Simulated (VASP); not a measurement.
A run of VASP 6.6.1 is set up as follows.

File INCAR:

```
SYSTEM = HfO2
PREC = Accurate
ENCUT = 520
EDIFF = 1E-6
ISMEAR = 0
SIGMA = 0.05
LREAL = .False.
LASPH = .True.
NELM = 60
ALGO = Normal
ISIF = 2
LWAVE = .False.
LCHARG = .False.
GGA = PE
NBANDS = 31
```

Contents of KPOINTS:

```
Automatic mesh
0
Gamma
  6 6 8
  0 0 0
```

Contents of POSCAR:

```
HfO2
1.0
    4.8812150602      0.0000000000      0.0000000000
    0.0000000000      4.8812150602      0.0000000000
    0.0000000000      0.0000000000      3.2378896156
Hf O
2 4
Direct
    0.0000000000      0.0000000000      0.0000000000
    0.5000000000      0.5000000000      0.5000000000
    0.1948161092      0.8051838908      0.5000000000
    0.3051838908      0.3051838908      0.0000000000
    0.6948161092      0.6948161092      0.0000000000
    0.8051838908      0.1948161092      0.5000000000
```

Potentials or basis: VASP PAW PBE potentials, release 64 (Hf_pv, O).

Run with:

```sh
$ cat potpaw_PBE.64/Hf_pv/POTCAR potpaw_PBE.64/O/POTCAR > POTCAR
$ mpirun -np 1 vasp_std > vasp.out
```

**Question.** Estimate the pressure.

**Answer.** -2.8 GPa.

**Question.** Predict the band gap on the k mesh.

**Answer.** 3.84 eV.

**Question.** Estimate the largest force.

**Answer.** 0.052 eV/Å.

Forces in eV/Å, atoms in the order of the input:
```
Hf   0.000  0.000  0.000
Hf   0.000  0.000  0.000
O   -0.037  0.037  0.000
O    0.037  0.037  0.000
O   -0.037 -0.037  0.000
O    0.037 -0.037  0.000
```

Caveat: spin-orbit coupling is left out, which moves the levels of the heavy elements. A k mesh can miss the band edges.
